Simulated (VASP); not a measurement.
Write the native input for VASP 6.6.1 that does the following.

```
Task                   : single point
Functional             : PBE
Potentials or basis    : VASP PAW PBE potentials, release 64 (Ti_sv)
Cutoff                 : 520 eV
k mesh                 : 11 × 11 × 15
Occupations            : fermi-dirac, width 0.1 eV
Spin                   : no spin polarisation
Dipole correction      : no
Further INCAR settings : ALGO = Normal; EDIFF = 1e-06; NBANDS = 25
```

The structure of Ti lies in POSCAR:

```
Ti
1.0
    4.5812504304      0.0000000000      0.0000000000
   -2.2906252152      3.9674792538      0.0000000000
    0.0000000000      0.0000000000      2.8319712813
Ti
3
Direct
    0.0000000000      0.0000000000      0.0000000000
    0.3333333333      0.6666666667      0.5000000000
    0.6666666667      0.3333333333      0.5000000000
```

This isn't the form of Ti at room conditions, which is hcp.

The input as run:

INCAR

```
SYSTEM = Ti
PREC = Accurate ; ENCUT = 520
EDIFF = 1E-6 ; ISMEAR = -1
SIGMA = 0.1 ; LREAL = .False.
LASPH = .True. ; NELM = 100
ALGO = Normal ; ISIF = 2
LWAVE = .False. ; LCHARG = .True.
GGA = PE ; LELF = .True.
LVHAR = .True. ; NBANDS = 25
```

KPOINTS

```
Automatic mesh
0
Gamma
  11 11 15
  0 0 0
```

Potentials or basis: VASP PAW PBE potentials, release 64 (Ti_sv).

Command:

```bash
$ cat potpaw_PBE.64/Ti_sv/POTCAR > POTCAR
$ mpirun -np 1 vasp_std > vasp.out
```

It gave:

- Pressure: -0.2 GPa
- Band gap on the k mesh: zero (bands 18 and 19 overlap by 0.27 eV)

Run time: 78 s on 1 thread of Intel(R) Xeon(R) 6975P-C (Granite Rapids), with other jobs on the host, peak memory 0.26 GiB.
